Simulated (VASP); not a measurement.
Here is a VASP 6.6.1 calculation.

The input POSCAR:

```
Mg
1.0
    5.4300167639      0.0000000000      0.0000000000
   -2.7150083819      4.7025324605      0.0000000000
    0.0000000000      0.0000000000      5.0537460154
Mg
5
Direct
    0.0000000000      0.6734755101      0.0000000000
    0.6734755101      0.0000000000      0.0000000000
    0.3265244899      0.3265244899      0.0000000000
    0.6666666667      0.3333333333      0.5000000000
    0.3333333333      0.6666666667      0.5000000000
```

INCAR.step1

```
SYSTEM = Mg
ALGO = Normal
EDIFF = 1E-4
ENCUT = 520
GGA = PE
ISMEAR = 0
LASPH = .TRUE.
LCHARG = .FALSE.
LREAL = .FALSE.
LWAVE = .TRUE.
NBANDS = 13
NELM = 60
PREC = Accurate
SIGMA = 0.1
```

Contents of INCAR.step2:

```
SYSTEM = Mg
ALGO = Normal
EDIFF = 1E-6
ENCUT = 520
ISIF = 2
ISMEAR = 0
ISTART = 1
LASPH = .TRUE.
LCHARG = .TRUE.
LELF = .TRUE.
LMIXTAU = .TRUE.
LREAL = .FALSE.
LVHAR = .TRUE.
LWAVE = .FALSE.
METAGGA = R2SCAN
NBANDS = 13
NELM = 60
PREC = Accurate
SIGMA = 0.1
```

KPOINTS

```
k-points
0
G
  6 6 6
  0 0 0
```

Potentials or basis: VASP PAW PBE potentials, release 64 (Mg).

Launch:

```bash
$ cat potpaw_PBE.64/Mg/POTCAR > POTCAR
$ cp INCAR.step1 INCAR
$ mpirun -np 1 vasp_std > vasp.out
$ cp INCAR.step2 INCAR
$ mpirun -np 1 vasp_std > vasp.out
```

**Question.** What does it give for the band gap on the k mesh?

**Answer.** Zero (band 5 reaches 2.81 eV, above the bottom of band 6 at 0.44 eV).

**Question.** Estimate the pressure.

**Answer.** -0.2 GPa.

**Question.** Predict the largest force.

**Answer.** 0.004 eV/Å.

Forces in eV/Å, atoms in the order of the input:
```
Mg   0.002 -0.003  0.000
Mg  -0.004  0.000  0.000
Mg   0.002  0.003  0.000
Mg   0.000  0.000  0.000
Mg   0.000  0.000  0.000
```

Caveat: the PAW data sets were made with another functional, which shifts forces and pressure a little.
